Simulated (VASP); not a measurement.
A run of VASP 6.6.1 is set up as follows.

File INCAR:

```
SYSTEM = K
PREC = Accurate
ENCUT = 520
EDIFF = 1E-6
ISMEAR = 0
SIGMA = 0.1
LREAL = .FALSE.
LASPH = .TRUE.
NELM = 60
ALGO = Fast
ISIF = 2
LWAVE = .FALSE.
LCHARG = .FALSE.
GGA = CA
NBANDS = 10
```

The input KPOINTS:

```
regular mesh
0
G
  8 8 8
  0 0 0
```

POSCAR

```
K
1.0
   -2.6975585167      2.6975585167      2.6975585167
    2.6975585167     -2.6975585167      2.6975585167
    2.6975585167      2.6975585167     -2.6975585167
K
1
Direct
    0.0000000000      0.0000000000      0.0000000000
```

Potentials or basis: VASP PAW LDA potentials, release 64 (K_sv).

Command:

```sh
$ cat potpaw_LDA.64/K_sv/POTCAR > POTCAR
$ mpirun -np 1 vasp_std > vasp.out
```

Problem. Estimate the pressure.

Solution. -0.6 GPa.
